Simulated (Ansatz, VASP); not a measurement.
LiBr: VASP beside Ansatz

INCAR

```
SYSTEM = LiBr
  PREC = Accurate
  ENCUT = 750
  EDIFF = 1E-7
  ISMEAR = -1
  SIGMA = 0.1
  LREAL = .False.
  LASPH = .True.
  NELM = 120
  ALGO = Normal
  ISIF = 3
  LWAVE = .False.
  LCHARG = .False.
  GGA = PS
  IBRION = 2
  NSW = 100
  EDIFFG = -0.002
  GGA_COMPAT = .False.
  NELMIN = 4
```

The input KPOINTS:

```
Automatic mesh
0
Gamma
  10 10 10
  0 0 0
```

The input POSCAR:

```
LiBr
1.0
    0.0000000000      2.7506500000      2.7506500000
    2.7506500000      0.0000000000      2.7506500000
    2.7506500000      2.7506500000      0.0000000000
Li Br
1 1
Direct
    0.0000000000      0.0000000000      0.0000000000
    0.5000000000      0.5000000000      0.5000000000
```

Input for Ansatz:

```yaml
crystal:
  lattice:
    - [0.0, 2.75065, 2.75065]
    - [2.75065, 0.0, 2.75065]
    - [2.75065, 2.75065, 0.0]
  atoms:
    - { symbol: Li, position: [0.0, 0.0, 0.0] }
    - { symbol: Br, position: [0.5, 0.5, 0.5] }
kpoints:
  mp_grid: { grid: [10, 10, 10] }
scf:
  occupations: { method: fermi_dirac, width: 0.1 }
hamiltonian:
  xc: pbesol
  pseudopotentials: { kind: paw }
relax:
  f_tol: 0.002
  max_steps: 80
  cell: {}
output:
  forces: true
  stress: true
```

Alike in both runs: task relaxation of cell and atoms; functional PBEsol; k mesh 10 × 10 × 10; occupations fermi-dirac, width 0.1 eV; no spin polarisation.

|  | VASP | Ansatz |
| --- | --- | --- |
| version | VASP 6.6.1 | Ansatz 0.2.0 |
| potentials or method | VASP PAW PBE potentials, release 64 (Li_sv, Br) | PAW with Ansatz's default frozen-core files, scalar-relativistic |
| plane-wave cutoff (eV) | 750 | 420 |
| valence electrons in the cell | 10 | 10 |

```csv
,VASP,Ansatz,Ansatz less VASP
relaxed volume (Å³/atom),19.79,19.82,+0.028
relaxed length of the cell vector where the two differ most in proportion (Å),3.825,3.827,+0.0018
```

VASP's potentials were made for PBE, not for PBEsol.
